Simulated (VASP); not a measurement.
HgS:

```
CELL_PARAMETERS angstrom
0.00000 2.92900 2.92900
2.92900 0.00000 2.92900
2.92900 2.92900 0.00000
ATOMIC_POSITIONS crystal
Hg 0.00000 0.00000 0.00000
S 0.75000 0.75000 0.75000
```

```yaml
Program: VASP 6.6.1
Task: relaxation of cell and atoms
Functional: PBE
Potentials_or_basis: VASP PAW PBE potentials, release 64 (Hg_sv_GW, S)
Cutoff: 550 eV
k_mesh: 12 × 12 × 12
Occupations: gaussian, width 0.1 eV
Spin: no spin polarisation
```

At the start: pressure 3.8 GPa; volume 25.13 Å³/atom.

Where does the relaxation end?

Over 3 steps the energy falls by 17.8 meV/atom and the volume is 26.70 Å³/atom (+6.3 %); space group F-43m (No. 216, to 0.1 Å) before and after.

Step by step:
```
step  energy change (eV)  largest force (eV/Å)  pressure (GPa)  volume (Å³)
   1              0.0000                0.0000            3.83        50.26
   2             -0.0301                0.0000           -1.31        54.76
   3             -0.0356                0.0000            0.03        53.40
```

Final structure:
```
Hg S
1.0
     0.00000    2.98890    2.98890
     2.98890    0.00000    2.98890
     2.98890    2.98890    0.00000
Hg S
1 1
Direct
  0.00000 0.00000 0.00000
  0.75000 0.75000 0.75000
```
